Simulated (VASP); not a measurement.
Input of a VASP 6.6.1 run:

INCAR

```
ALGO     = Normal         # electronic algorithm
EDIFF    = 1E-6           # SCF threshold, eV
ENCUT    = 520            # plane-wave cutoff, eV
GGA      = PE             # functional
ISIF     = 2              # what is computed and relaxed
ISMEAR   = -1             # smearing method
LASPH    = T              # aspherical terms in the spheres
LCHARG   = T              # write CHGCAR
LELF     = T              # ELF
LREAL    = F              # projectors in reciprocal space
LVHAR    = T            
LWAVE    = F              # write WAVECAR
NBANDS   = 16             # bands
NELM     = 80             # most SCF steps
PREC     = Accurate       # precision mode
SIGMA    = 0.08           # smearing width, eV
```

File KPOINTS:

```
k-points
0
Gamma
  9 9 9
```

Contents of POSCAR:

```
Rb
1.0
    0.0000000000      3.4318857484      3.4318857484
    3.4318857484      0.0000000000      3.4318857484
    3.4318857484      3.4318857484      0.0000000000
Rb
2
Direct
   -0.1250000000     -0.1250000000     -0.1250000000
    0.1250000000      0.1250000000      0.1250000000
```

Potentials or basis: VASP PAW PBE potentials, release 64 (Rb_sv).

Command:

```bash
$ cat potpaw_PBE.64/Rb_sv/POTCAR > POTCAR
$ mpirun -np 1 vasp_std > vasp.out
```

Task: Predict the band gap on the k mesh.

Result: Zero (band 9 reaches 2.37 eV, above the bottom of band 10 at 2.31 eV).

Task: Estimate the pressure.

Result: 10.1 GPa.
